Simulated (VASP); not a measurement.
Here is a VASP 6.6.1 calculation.

INCAR

```
SYSTEM = BN
PREC = Accurate
ENCUT = 600
EDIFF = 1E-6
ISMEAR = 0
SIGMA = 0.02
LREAL = .FALSE.
LASPH = .TRUE.
NELM = 60
ALGO = Normal
ISIF = 3
LWAVE = .FALSE.
LCHARG = .FALSE.
GGA = PE
IBRION = 2
NSW = 100
EDIFFG = -0.005
```

File KPOINTS:

```
Automatic mesh
0
G
  12 12 4
  0 0 0
```

The input POSCAR:

```
BN
1.0
    2.5039917043      0.0000000000      0.0000000000
   -1.2519958522      2.1685204268      0.0000000000
    0.0000000000      0.0000000000      6.6612000000
B N
2 2
Direct
    0.3333333333      0.6666666667      0.2500000000
    0.6666666667      0.3333333333      0.7500000000
    0.3333333333      0.6666666667      0.7500000000
    0.6666666667      0.3333333333      0.2500000000
```

Potentials or basis: VASP PAW PBE potentials, release 64 (B, N).

Command:

```console
$ cat potpaw_PBE.64/B/POTCAR potpaw_PBE.64/N/POTCAR > POTCAR
$ mpirun -np 1 vasp_std > vasp.out
```

Question: What does it give for the relaxed cell?

Answer: a = 2.512 Å, b = 2.512 Å, c = 7.638 Å, α = 90.00°, β = 90.00°, γ = 120.00°.

Question: Estimate the space group after relaxing (to 0.1 Å).

Answer: P6_3/mmc (No. 194).

Question: Estimate the band gap on the k mesh.

Answer: 4.47 eV (least direct gap 4.65 eV).

Final structure:
```yaml
crystal:
  lattice:
    - [2.51233, 0.00000, 0.00000]
    - [-1.25616, 2.17574, 0.00000]
    - [0.00000, 0.00000, 7.63802]
  atoms:
    - { symbol: B, position: [0.33333, 0.66667, 0.25000] }
    - { symbol: B, position: [0.66667, 0.33333, 0.75000] }
    - { symbol: N, position: [0.33333, 0.66667, 0.75000] }
    - { symbol: N, position: [0.66667, 0.33333, 0.25000] }
```

 PBE usually gives volumes a little too large and moduli too small.
